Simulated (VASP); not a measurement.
A run of VASP 6.6.1 is set up as follows.

POSCAR

```
Si
1.0
    2.4440000000      0.0000000000      0.0000000000
   -1.2220000000      2.1165660868      0.0000000000
    0.0000000000      0.0000000000      4.1520000000
Si
2
Direct
    0.3333333333      0.6666666667      0.2500000000
    0.6666666667      0.3333333333      0.7500000000
```

Contents of INCAR.step1:

```
PREC = Accurate
ENCUT = 600
ISMEAR = -1
SIGMA = 0.15
LREAL = False
LASPH = True
NELM = 80
GGA = PE
ALGO = Normal
EDIFF = 1E-4
LWAVE = True
LCHARG = False
```

Contents of INCAR.step2:

```
PREC = Accurate
ENCUT = 600
EDIFF = 1E-7
ISMEAR = -1
SIGMA = 0.15
LREAL = False
LASPH = True
NELM = 80
ALGO = Normal
ISIF = 3
LWAVE = False
LCHARG = False
METAGGA = R2SCAN
LMIXTAU = True
LUSE_VDW = True
IVDW_NL = 2
BPARAM = 11.95
CPARAM = 0.0093
IBRION = 2
NSW = 80
EDIFFG = -0.03
ISTART = 1
```

KPOINTS

```
Automatic mesh
0
Gamma
  14 14 7
```

Potentials or basis: VASP PAW PBE potentials, release 64 (Si).

The run is started by

```console
$ cat potpaw_PBE.64/Si/POTCAR > POTCAR
$ cp INCAR.step1 INCAR
$ mpirun -np 1 vasp_std > vasp.out
$ cp INCAR.step2 INCAR
$ mpirun -np 1 vasp_std > vasp.out
```

Q: Predict the relaxed cell.

A: a = 2.615 Å, b = 2.615 Å, c = 4.625 Å, α = 90.00°, β = 90.00°, γ = 120.00°.

Q: Estimate the band gap on the k mesh.

A: Zero (band 4 reaches 21.34 eV, above the bottom of band 5 at 7.69 eV).

Q: Predict the space group after relaxing (to 0.05 Å).

A: P6_3/mmc (No. 194).

Q: What does it give for the relaxed volume?

A: 13.69 Å³/atom.

Stress tensor (GPa, compression positive):
```
0.13 0.00 0.00
0.00 0.13 0.00
0.00 0.00 0.22
```

Caveat: the volume moved by over 15 % at a fixed basis, so the end points are rough; the PAW data sets were made with another functional, which shifts forces and pressure a little; the volume moved by +28 % from the deposited cell, more than functionals usually miss. Zero-point motion and thermal expansion aren't in these numbers.
